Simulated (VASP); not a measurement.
Set up this calculation in VASP 6.6.1, as the native input.

* Task: single point
* Functional: LDA
* Potentials or basis: VASP PAW LDA potentials, release 64 (Ti_sv, Hg)
* Cutoff: 520 eV
* k mesh: 14 × 14 × 10
* Occupations: fermi-dirac, width 0.08 eV
* Spin: no spin polarisation
* Dipole correction: no
* Further INCAR settings: ALGO = Normal; EDIFF = 1e-06; NBANDS = 19

The structure of TiHg lies in POSCAR:

```
TiHg
1.0
    2.9339975703      0.0000000000      0.0000000000
    0.0000000000      2.9339975703      0.0000000000
    0.0000000000      0.0000000000      4.0160552695
Ti Hg
1 1
Direct
    0.5000000000      0.5000000000      0.5000000000
    0.0000000000      0.0000000000      0.0000000000
```

One way to write it, as run:

INCAR

```
ALGO = Normal
EDIFF = 1E-6
ENCUT = 520
GGA = CA
ISIF = 2
ISMEAR = -1
LASPH = T
LCHARG = F
LREAL = F
LWAVE = F
NBANDS = 19
NELM = 100
PREC = Accurate
SIGMA = 0.08
```

KPOINTS

```
k-points
0
Gamma
  14 14 10
```

Potentials or basis: VASP PAW LDA potentials, release 64 (Ti_sv, Hg).

The run is started by

```console
$ cat potpaw_LDA.64/Ti_sv/POTCAR potpaw_LDA.64/Hg/POTCAR > POTCAR
$ mpirun -np 1 vasp_std > vasp.out
```

Results of the run:

| Quantity | Value |
| --- | --- |
| Pressure | 1.1 GPa |
| Band gap on the k mesh | zero (bands 12 and 13 overlap by 1.26 eV) |

Caveat: spin-orbit coupling is left out, which moves the levels of the heavy elements.

Wall time 97 s on 1 thread of Intel Xeon 8259CL, with other jobs on the host, peak memory 0.25 GiB.
